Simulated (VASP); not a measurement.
A run of VASP 6.6.1 is set up as follows.

Contents of INCAR:

```
PREC     = Accurate       # precision mode
ENCUT    = 520            # plane-wave cutoff, eV
EDIFF    = 1E-6           # SCF threshold, eV
ISMEAR   = -1             # smearing method
SIGMA    = 0.15           # smearing width, eV
LREAL    = F              # projectors in reciprocal space
LASPH    = T              # aspherical terms in the spheres
NELM     = 100            # most SCF steps
ALGO     = Fast           # electronic algorithm
ISIF     = 2              # what is computed and relaxed
LWAVE    = F              # write WAVECAR
LCHARG   = T              # write CHGCAR
GGA      = CA             # functional
LELF     = T              # ELF
LVHAR    = T            
NBANDS   = 13             # bands
```

File KPOINTS:

```
regular mesh
0
Gamma
  20 20 20
```

Contents of POSCAR:

```
Mo
1.0
   -1.5440989044      1.5440989044      1.5440989044
    1.5440989044     -1.5440989044      1.5440989044
    1.5440989044      1.5440989044     -1.5440989044
Mo
1
Direct
    0.0000000000      0.0000000000      0.0000000000
```

Potentials or basis: VASP PAW LDA potentials, release 64 (Mo_sv).

Command:

```console
$ cat potpaw_LDA.64/Mo_sv/POTCAR > POTCAR
$ mpirun -np 1 vasp_std > vasp.out
```

**Question.** Predict the band gap on the k mesh.

**Answer.** Zero (bands 7 and 8 overlap by 5.86 eV).

**Question.** Estimate the pressure.

**Answer.** 8.3 GPa.

Caveat: the cell stands under pressure.
